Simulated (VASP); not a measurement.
Input of a VASP 6.6.1 run:

The input INCAR:

```
SYSTEM = Cs2SnI6
PREC = Accurate
ENCUT = 500
EDIFF = 1E-6
ISMEAR = 0
SIGMA = 0.01
LREAL = .FALSE.
LASPH = .TRUE.
NELM = 120
ALGO = Normal
ISIF = 2
LWAVE = .FALSE.
LCHARG = .TRUE.
GGA = PE
LELF = .TRUE.
LVHAR = .TRUE.
NBANDS = 47
GGA_COMPAT = .FALSE.
```

KPOINTS

```
regular mesh
0
G
  3 3 3
  0 0 0
```

File POSCAR:

```
Cs2SnI6
1.0
    8.5190770418      0.0000000000      0.0000000000
    4.2595385209      7.3777371350      0.0000000000
    4.2595385209      2.4592457117      6.9557972773
Cs Sn I
2 1 6
Direct
    0.2500000000      0.2500000000      0.2500000000
    0.7500000000      0.7500000000      0.7500000000
    0.0000000000      0.0000000000      0.0000000000
    0.7584572213      0.2415427787      0.2415427787
    0.2415427787      0.7584572213      0.2415427787
    0.2415427787      0.7584572213      0.7584572213
    0.7584572213      0.2415427787      0.7584572213
    0.2415427787      0.2415427787      0.7584572213
    0.7584572213      0.7584572213      0.2415427787
```

Potentials or basis: VASP PAW PBE potentials, release 64 (Cs_sv, Sn_d, I).

Run with:

```bash
$ cat potpaw_PBE.64/Cs_sv/POTCAR potpaw_PBE.64/Sn_d/POTCAR potpaw_PBE.64/I/POTCAR > POTCAR
$ mpirun -np 1 vasp_std > vasp.out
```

**Question.** What does it give for the pressure?

**Answer.** 0.0 GPa.

**Question.** Estimate the band gap on the k mesh.

**Answer.** 0.27 eV, direct.

**Question.** What does it give for the largest force?

**Answer.** 0.003 eV/Å.

Forces on the atoms (eV/Å):
```
Cs   0.000  0.000  0.000
Cs   0.000  0.000  0.000
Sn   0.000  0.000  0.000
I    0.000 -0.003 -0.002
I   -0.002  0.001 -0.002
I    0.000  0.003  0.002
I    0.002 -0.001  0.002
I   -0.002 -0.001  0.002
I    0.002  0.001 -0.002
```

Caveat: spin-orbit coupling is left out, which moves the levels of the heavy elements.

**Experimental background.**

From “Changes in charge density vs changes in formal oxidation states: The case of Sn halide perovskites and their ordered vacancy analogues”, 2017, arxiv:1705.01565, for a powder of Cs2SnI6: band gap 1.3 eV (optical).

Measured gap of Cs2SnI6: 1.3 eV (optical; powder; “Changes in charge density vs changes in formal oxidation states: The case of Sn halide perovskites and their ordered vacancy analogues”, 2017, arxiv:1705.01565). This calculation gives 0.27 eV (-1.03 eV). So large a miss can be the level of theory's own, or it may mean another phase, state or a wrong row. Spin-orbit coupling on Cs, I, Sn is left out. The value is that of PBE, without temperature or zero-point motion. Semilocal functionals fall short of measured gaps as a rule.
